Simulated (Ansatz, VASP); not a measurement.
# Ag: VASP beside Ansatz

Contents of INCAR:

```
PREC = Accurate
ENCUT = 400
EDIFF = 1E-8
ISMEAR = -1
SIGMA = 0.05
LREAL = F
LASPH = T
NELM = 120
ALGO = Normal
ISIF = 2
LWAVE = F
LCHARG = F
GGA = PE
LEFG = T
NBANDS = 12
GGA_COMPAT = F
```

KPOINTS

```
Automatic mesh
0
Gamma
  15 15 15
```

File POSCAR:

```
Ag
1.0
    0.0000000000      2.0431000000      2.0839620000
    2.0431000000      0.0000000000      2.0839620000
    2.0431000000      2.0431000000      0.0000000000
Ag
1
Direct
    0.0000000000      0.0000000000      0.0000000000
```

Input for Ansatz:

```yaml
crystal:
  lattice:
    - [0.0, 2.0431, 2.083962]
    - [2.0431, 0.0, 2.083962]
    - [2.0431, 2.0431, 0.0]
  atoms:
    - { symbol: Ag, position: [0.0, 0.0, 0.0] }
kpoints:
  mp_grid: { grid: [15, 15, 15] }
scf:
  occupations: { method: fermi_dirac, width: 0.05 }
hamiltonian:
  xc: pbe
  pseudopotentials: { kind: all_electron, datasets: crystal }
output:
  forces: true
  stress: true
  eigenvalues: true
  efg: { contact_densities: true }
```

Change from the starting cell: zz strain of +2 %, crystal datasets.

Alike in both runs: task electric field gradients; functional PBE; k mesh 15 × 15 × 15; occupations fermi-dirac, width 0.05 eV; no spin polarisation.

```csv
,VASP,Ansatz
version,VASP 6.6.1,Ansatz 0.2.0
potentials or method,"VASP PAW PBE potentials, release 64 (Ag), cutoff 400 eV","all-electron PAW with datasets made for the crystal, scalar-relativistic"
```

VASP gave:

| Quantity | Value |
| --- | --- |
| pressure (GPa) | 1.9 |
| traceless stress, the component that is largest in VASP (GPa) | -0.18 |
| size of Vzz on the site where it differs most (V/Å²) | 0.9 |

Question: Estimate Ansatz's values.

Answer: Pressure (GPa): 2.4; traceless stress, the component that is largest in VASP (GPa): -0.19; size of Vzz on the site where it differs most (V/Å²): 1.5.

Ansatz ran all-electron here, and VASP with PAW potentials.
